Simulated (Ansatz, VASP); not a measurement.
Hg2S: VASP beside Ansatz

POSCAR

```
Hg2S
1.0
    6.0618560882      0.0000000000      0.0000000000
    0.0000000000      6.0618560882      0.0000000000
    0.0000000000      0.0000000000      6.0618560882
S Hg
2 4
Direct
    0.0000000000      0.0000000000      0.0000000000
    0.5000000000      0.5000000000      0.5000000000
    0.2500000000      0.2500000000      0.2500000000
    0.2500000000      0.7500000000      0.7500000000
    0.7500000000      0.7500000000      0.2500000000
    0.7500000000      0.2500000000      0.7500000000
```

The input INCAR.step1:

```
ALGO = Normal
EDIFF = 1E-4
ENCUT = 600
GGA = PE
ISMEAR = 0
LASPH = T
LCHARG = F
LREAL = F
LWAVE = T
NELM = 80
PREC = Accurate
SIGMA = 0.1
```

File INCAR.step2:

```
ALGO = Normal
EDIFF = 1E-6
EDIFFG = -0.01
ENCUT = 600
IBRION = 2
ISIF = 3
ISMEAR = 0
ISTART = 1
LASPH = T
LCHARG = F
LMIXTAU = T
LREAL = F
LWAVE = F
METAGGA = R2SCAN
NELM = 80
NSW = 80
PREC = Accurate
SIGMA = 0.1
```

File KPOINTS:

```
k-points
0
Gamma
  6 6 6
```

Input for Ansatz:

```yaml
crystal:
  lattice:
    - [6.0618560882, 0.0, 0.0]
    - [0.0, 6.0618560882, 0.0]
    - [0.0, 0.0, 6.0618560882]
  atoms:
    - { symbol: S, position: [0.0, 0.0, 0.0] }
    - { symbol: S, position: [0.5, 0.5, 0.5] }
    - { symbol: Hg, position: [0.25, 0.25, 0.25] }
    - { symbol: Hg, position: [0.25, 0.75, 0.75] }
    - { symbol: Hg, position: [0.75, 0.75, 0.25] }
    - { symbol: Hg, position: [0.75, 0.25, 0.75] }
basis:
  ecutwfc: 500
kpoints:
  mp_grid: { grid: [6, 6, 6] }
hamiltonian:
  xc: r2scan
scf:
  occupations: { method: gaussian, width: 0.1 }
output:
  forces: true
  stress: true
  eigenvalues: true
relax:
  adjacent_minimum: "off"
  f_tol: 0.01
  max_steps: 60
  cell: { stress_tol: 0.1 }
```

Alike in both runs: task relaxation of cell and atoms; functional r2SCAN; k mesh 6 × 6 × 6; occupations gaussian, width 0.1 eV; no spin polarisation.

```csv
,VASP,Ansatz
version,VASP 6.6.1,Ansatz 0.2.0
potentials or method,"VASP PAW PBE potentials, release 64 (S, Hg), cutoff 600 eV","scalar-relativistic, plane waves, PAW"
valence electrons in the cell,60,92
```

Ansatz gave:

| Quantity | Value |
| --- | --- |
| gap on the k mesh at the Fermi level, each at its own relaxed structure (eV) | none |
| relaxed volume (Å³/atom) | 36.93 |
| relaxed length of the cell vector where the two differ most in proportion (Å) | 6.051 |

**Question.** What did VASP give for the same quantities?

**Answer.** gap on the k mesh at the Fermi level, each at its own relaxed structure (eV): none; relaxed volume (Å³/atom): 37.12; relaxed length of the cell vector where the two differ most in proportion (Å): 6.062.

VASP's potentials were made for PBE, not for r2SCAN. A gap of «none» marks a metal or a gap that the smearing closes. VASP's potentials hold 60 valence electrons a cell and Ansatz's 92, so a difference there can come from the potentials and not from the codes.

Neither program's run includes spin-orbit coupling. Noted on VASP's run: the relaxation stopped at its first step, so nothing moved.
